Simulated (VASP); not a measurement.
# Pt (Fm-3m) in VASP: further runs, part 2 of 2

VASP 6.6.1.

## (3) Relaxation of volume and atoms at fixed shape, PBEsol

This run uses another cell than the first one, of 15.08 Å³/atom, 1.004 times its volume.

Input file INCAR:

```
SYSTEM = Pt
PREC     = Accurate       ! precision mode
ENCUT    = 600            ! plane-wave cutoff, eV
EDIFF    = 1E-6           ! SCF threshold, eV
ISMEAR   = 1              ! smearing method
SIGMA    = 0.1            ! smearing width, eV
LREAL    = .FALSE.        ! projectors in reciprocal space
LASPH    = .TRUE.         ! aspherical terms in the spheres
NELM     = 100            ! most SCF steps
ALGO     = Normal         ! electronic algorithm
ISIF     = 8              ! what is computed and relaxed
LWAVE    = .FALSE.        ! write WAVECAR
LCHARG   = .FALSE.        ! write CHGCAR
GGA      = PS             ! functional
IBRION   = 2              ! ionic algorithm
NSW      = 80             ! ionic steps
EDIFFG   = -0.02          ! ionic threshold
```

Input file KPOINTS:

```
Automatic mesh
0
G
  11 11 11
  0 0 0
```

Input file POSCAR:

```
Pt
1.0
    0.0000000000      1.9609000000      1.9609000000
    1.9609000000      0.0000000000      1.9609000000
    1.9609000000      1.9609000000      0.0000000000
Pt
1
Direct
    0.0000000000      0.0000000000      0.0000000000
```

Potentials or basis: VASP PAW PBE potentials, release 64 (Pt).

Command:

```bash
$ cat potpaw_PBE.64/Pt/POTCAR > POTCAR
$ mpirun -np 1 vasp_std > vasp.out
```

OUTCAR:

```text
SYSTEM = Pt
   PREC = Accurate
   ENCUT = 600
   EDIFF = 1E-6
   ISMEAR = 1
   LREAL = .FALSE.
   LASPH = .TRUE.
   NELM = 100
   ISIF = 8
   GGA = PS
   IBRION = 2
   NSW = 80
   EDIFFG = -0.02

 ion  position               nearest neighbor table
   1  0.000  0.000  0.000-

  LATTYP: Found a face centered cubic cell.
 ALAT       =     3.9218000000

  Lattice vectors:

 A1 = (   0.0000000000,   1.9609000000,   1.9609000000)
 A2 = (   1.9609000000,   0.0000000000,   1.9609000000)
 A3 = (   1.9609000000,   1.9609000000,   0.0000000000)

Analysis of symmetry for initial positions (statically):
=====================================================================
 Subroutine PRICEL returns:
 Original cell was already a primitive cell.

 Routine SETGRP: Setting up the symmetry group for a
 face centered cubic supercell.

 Subroutine GETGRP returns: Found 48 space group operations
 (whereof 48 operations were pure point group operations)
 out of a pool of 48 trial point group operations.

The static configuration has the point symmetry O_h .

Analysis of symmetry for dynamics (positions and initial velocities):
=====================================================================
 Subroutine PRICEL returns:
 Original cell was already a primitive cell.

 Routine SETGRP: Setting up the symmetry group for a
 face centered cubic supercell.

 Subroutine GETGRP returns: Found 48 space group operations
 (whereof 48 operations were pure point group operations)
 out of a pool of 48 trial point group operations.

The dynamic configuration has the point symmetry O_h .

 Subroutine INISYM returns: Found 48 space group operations
 (whereof 48 operations are pure point group operations),
 and found     1 'primitive' translations

----------------------------------------------------------------------------------------

                                     Primitive cell

  volume of cell :      15.0798

  direct lattice vectors                    reciprocal lattice vectors
     0.000000000  1.960900000  1.960900000    -0.254984956  0.254984956  0.254984956
     1.960900000  0.000000000  1.960900000     0.254984956 -0.254984956  0.254984956
     1.960900000  1.960900000  0.000000000     0.254984956  0.254984956 -0.254984956

  length of vectors
     2.773131374  2.773131374  2.773131374     0.441646899  0.441646899  0.441646899

  position of ions in fractional coordinates (direct lattice)
     0.000000000  0.000000000  0.000000000

  ion indices of the primitive-cell ions
   primitive index   ion index
                 1           1

----------------------------------------------------------------------------------------

 KPOINTS: Automatic mesh

Automatic generation of k-mesh.
 Grid dimensions read from file:
 generate k-points for:   11   11   11
[... 23 lines left out ...]
  0.181818  0.000000  0.000000      8.000000
  0.272727  0.000000  0.000000      8.000000
  0.363636  0.000000  0.000000      8.000000
  0.454545  0.000000  0.000000      8.000000
[... 16 lines left out ...]
 -0.272727  0.181818  0.000000     24.000000
 -0.181818  0.181818  0.000000     12.000000
 [... further k-points ...]
   k-points           NKPTS =     56   k-points in BZ     NKDIM =     56   number of bands    NBANDS=      9
   number of dos      NEDOS =    301   number of ions     NIONS =      1
   total plane-waves  NPLWV =  13824
   dimension x,y,z NGX =    24 NGY =   24 NGZ =   24
   dimension x,y,z NGXF=    48 NGYF=   48 NGZF=   48
   ions per type =               1
   NGX,Y,Z   is equivalent  to a cutoff of  14.39, 14.39, 14.39 a.u.
   NGXF,Y,Z  is equivalent  to a cutoff of  28.78, 28.78, 28.78 a.u.
 SYSTEM =  Pt
   PREC   = accura    normal or accurate (medium, high low for compatibility)
   ISTART =      0    job   : 0-new  1-cont  2-samecut
   ICHARG =      2    charge: 1-file 2-atom 10-const
   ISPIN  =      1    spin polarized calculation?
   LNONCOLLINEAR =      F non collinear calculations
   LSORBIT =      F    spin-orbit coupling
   LASPH  =      T    aspherical Exc in radial PAW
   ENCUT  =  600.0 eV  44.10 Ry    6.64 a.u.   5.54  5.54  5.54*2*pi/ulx,y,z
   NELM   =    100;   NELMIN=  2; NELMDL= -5     # of ELM steps
   EDIFF  = 0.1E-05   stopping-criterion for ELM
   LREAL  =      F    real-space projection
   EDIFFG = -.2E-01   stopping-criterion for IOM
   NSW    =     80    number of steps for IOM
   IBRION =      2    ionic relax: 0-MD 1-quasi-New 2-CG
   NFREE  =      1    steps in history (QN), initial steepest desc. (CG)
   ISIF   =      8    stress and relaxation
   ISYM   =      2    0-nonsym 1-usesym 2-fastsym
   POTIM  = 0.5000    time-step for ionic-motion
   TEBEG  =    0.0;   TEEND  =   0.0 temperature during run
   PSTRESS=    0.0 pullay stress
   NELECT =      10.0000    total number of electrons
   NUPDOWN=      -1.0000    fix difference up-down
   EMIN   =  10.00;   EMAX   =-10.00  energy-range for DOS
   EFERMI =   0.00;   METHOD = LEGACY
   ISMEAR =     1;   SIGMA  =   0.10  broadening in eV -4-tet -1-fermi 0-gaus
   EFERMI_NEDOS =   21; number of points for ismear=-14 and -15
   IALGO  =     38    algorithm
   IMIX   =      4    mixing-type and parameters
     AMIX     =   0.40;   BMIX     =  1.00
     AMIX_MAG =   1.60;   BMIX_MAG =  1.00
  volume/ion in A,a.u.               =      15.08       101.76
  Fermi-wavevector in a.u.,A,eV,Ry     =   1.427609  2.697791 27.729605  2.038068
  Thomas-Fermi vector in A             =   2.547760
   LORBIT       =      0    0 simple, 1 ext, 2 COOP (PROOUT), +10 PAW based schemes
   GGA     = PS    functional components
   LHFCALC =     F    Hartree Fock is set to
   AEXX    =    0.0000 exact exchange contribution
   IVDW    =     0    specifies the selected vdW correction
   LEPSILON=     F    determine dielectric tensor
   LRPA    =     F    only Hartree local field effects (RPA)
 conjugate gradient relaxation of ions
 non-spin polarized calculation
 Methfessel and Paxton  Order N= 1 SIGMA  =   0.10
  energy-cutoff  :      600.00
  volume of cell :       15.08
 maximum number of plane-waves:       531
 NGX is ok and might be reduce to    24
   NGX = 11   NGY = 11   NGZ = 11

--------------------------------------- Ionic step        1  -------------------------------------------

 number of electron      10.0000000 magnetization

 Free energy of the ion-electron system (eV)
  ---------------------------------------------------
  ext. energy  EPLUGINS =         0.00000000
  ---------------------------------------------------
  free energy    TOTEN  =        -6.97025818 eV

  energy without entropy =       -6.96923980  energy(sigma->0) =       -6.96991872

------------------------ aborting loop because EDIFF is reached ----------------------------------------

  FORCE on cell =-STRESS in cart. coord.  units (eV):
  Direction    XX          YY          ZZ          XY          YZ          ZX
  --------------------------------------------------------------------------------------
  -------------------------------------------------------------------------------------
  Total       -0.1454871     -0.1454871     -0.1454871      0.0000000     -0.0000000     -0.0000000
  in kB      -15.4574831    -15.4574831    -15.4574831      0.0000000     -0.0000000     -0.0000000
  external PRESSURE =     -15.4574831 kB  Pullay stress =       0.0000000 kB
[... 57 lines left out ...]
--------------------------------------- Ionic step        3  -------------------------------------------

 number of electron       9.9999999 magnetization

 Free energy of the ion-electron system (eV)
  ---------------------------------------------------
  ext. energy  EPLUGINS =         0.00000000
  ---------------------------------------------------
  free energy    TOTEN  =        -6.97065639 eV

  energy without entropy =       -6.96967705  energy(sigma->0) =       -6.97032995

 E-fermi :  11.1420     XC(G=0): -13.6621

 val. band max:       11.1377673626   @ k =  -0.3636   0.3636   0.0909
 cond. band min:      11.1465539217   @ k =  -0.4545   0.1818   0.0000
 fundamental gap:      0.0087865591
 Fermi energy:        11.1420173096

 k-point     1 :       0.0000    0.0000    0.0000
  band No.  band energies     occupation
      1       0.8444      2.00000
      2       7.3518      2.00000
      3       7.3518      2.00000
      4       7.3518      2.00000
      5       9.5514      2.00000
      6       9.5514      2.00000
      7      25.8107      0.00000
      8      30.8021      0.00000
      9      30.8021      0.00000
[... 265 lines left out ...]
 k-point    24 :      -0.1818    0.1818    0.0000
  band No.  band energies     occupation
      1       3.8009      2.00000
      2       6.4246      2.00000
      3       7.5515      2.00000
      4       8.5428      2.00000
      5       8.6172      2.00000
      6      11.1080      1.54013
      7      24.6638      0.00000
      8      27.2686      0.00000
      9      30.2106      0.00000

 [... further k-points ...]
[... 5 lines left out ...]
  --------------------------------------------------------------------------------------
  -------------------------------------------------------------------------------------
  Total       -0.0000871     -0.0000871     -0.0000871      0.0000000     -0.0000000      0.0000000
  in kB       -0.0093033     -0.0093033     -0.0093033      0.0000000     -0.0000000      0.0000000
  external PRESSURE =      -0.0093033 kB  Pullay stress =       0.0000000 kB
[... 16 lines left out ...]
  FREE ENERGIE OF THE ION-ELECTRON SYSTEM (eV)
  ---------------------------------------------------
  free  energy   TOTEN  =        -6.9706563944 eV

  energy  without entropy=       -6.9696770510  energy(sigma->0) =       -6.97032995

 reached required accuracy - stopping structural energy minimisation
```

It took 12 s on 1 thread of Intel Xeon 6975P-C, shared host; peak memory 0.15 GiB.

What came out:

```yaml
Free_energy: -6.9707 eV
Relaxed_volume: 15.00 Å³/atom
Relaxed_cell: a = 2.768 Å, b = 2.768 Å, c = 2.768 Å, α = 60.00°, β = 60.00°, γ = 60.00°
Space_group_after_relaxing_to_0.05_Å: Fm-3m (No. 225)
Energy_gained_by_relaxing: 0.4 meV/atom
Ionic_steps: 3
Pressure_after_relaxing: 0.0 GPa
Band_gap_on_the_k_mesh: zero (band 5 reaches 11.59 eV, above the bottom of band 6 at 9.46 eV)
```

Step by step:
```tsv
step	energy change (eV)	largest force (eV/Å)	pressure (GPa)	volume (Å³)
1	0.0000	0.0000	-1.55	15.08
2	0.0030	0.0000	4.80	14.76
3	-0.0004	0.0000	0.00	15.00
```

Final structure:
```
Pt
1.0
     0.00000    1.95738    1.95738
     1.95738    0.00000    1.95738
     1.95738    1.95738    0.00000
Pt
1
Direct
  0.00000 0.00000 0.00000
```

Caveat: the PAW data sets were made with another functional, which shifts forces and pressure a little; spin-orbit coupling is left out, which moves the levels of the heavy elements.
